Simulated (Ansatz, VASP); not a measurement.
## CdW2: VASP beside Ansatz

File INCAR:

```
SYSTEM = CdW2
PREC = Accurate ; ENCUT = 520
EDIFF = 1E-6 ; ISMEAR = 0
SIGMA = 0.1 ; LREAL = .FALSE.
LASPH = .TRUE. ; NELM = 100
ALGO = Normal ; ISIF = 2
LWAVE = .FALSE. ; LCHARG = .FALSE.
GGA = PE ; NBANDS = 27
```

The input KPOINTS:

```
Automatic mesh
0
G
  6 6 6
  0 0 0
```

POSCAR

```
CdW2
1.0
    4.3956105114      0.0000000000      0.0000000000
   -2.1978052558      3.8067103681      0.0000000000
    0.0000000000      0.0000000000      3.0917150724
Cd W
1 2
Direct
    0.0000000000      0.0000000000      0.0000000000
    0.3333333333      0.6666666667      0.5000000000
    0.6666666667      0.3333333333      0.5000000000
```

Input for Ansatz:

```yaml
crystal:
  lattice:
    - [4.3956105114, 0.0, 0.0]
    - [-2.1978052558, 3.8067103681, 0.0]
    - [0.0, 0.0, 3.0917150724]
  atoms:
    - { symbol: Cd, position: [0.0, 0.0, 0.0] }
    - { symbol: W, position: [0.3333333333, 0.6666666667, 0.5] }
    - { symbol: W, position: [0.6666666667, 0.3333333333, 0.5] }
basis:
  ecutwfc: 420
kpoints:
  mp_grid: { grid: [6, 6, 6] }
hamiltonian:
  xc: pbe
scf:
  occupations: { method: gaussian, width: 0.1 }
  lower_state_search: "off"
output:
  forces: true
  stress: true
  eigenvalues: true
```

Alike in both runs: task single point; functional PBE; k mesh 6 × 6 × 6; occupations gaussian, width 0.1 eV; no spin polarisation.

|  | VASP | Ansatz |
| --- | --- | --- |
| version | VASP 6.6.1 | Ansatz 0.2.0 |
| potentials or method | VASP PAW PBE potentials, release 64 (Cd, W_sv), cutoff 520 eV | scalar-relativistic, plane waves, PAW |
| valence electrons in the cell | 40 | 48 |

```tsv
	VASP	Ansatz	Ansatz less VASP
gap on the k mesh at the Fermi level (eV)	none	none	-
pressure (GPa)	11.5	10.5	-1.03
traceless stress, the component that is largest in VASP (GPa)	-19.37	-18.76	+0.612
```

A gap of «none» marks a metal or a gap that the smearing closes. The functional is the same, so the differences come from potentials, cutoffs and numerics. VASP's potentials hold 40 valence electrons a cell and Ansatz's 48, so a difference there can come from the potentials and not from the codes.

Neither program's run includes spin-orbit coupling.
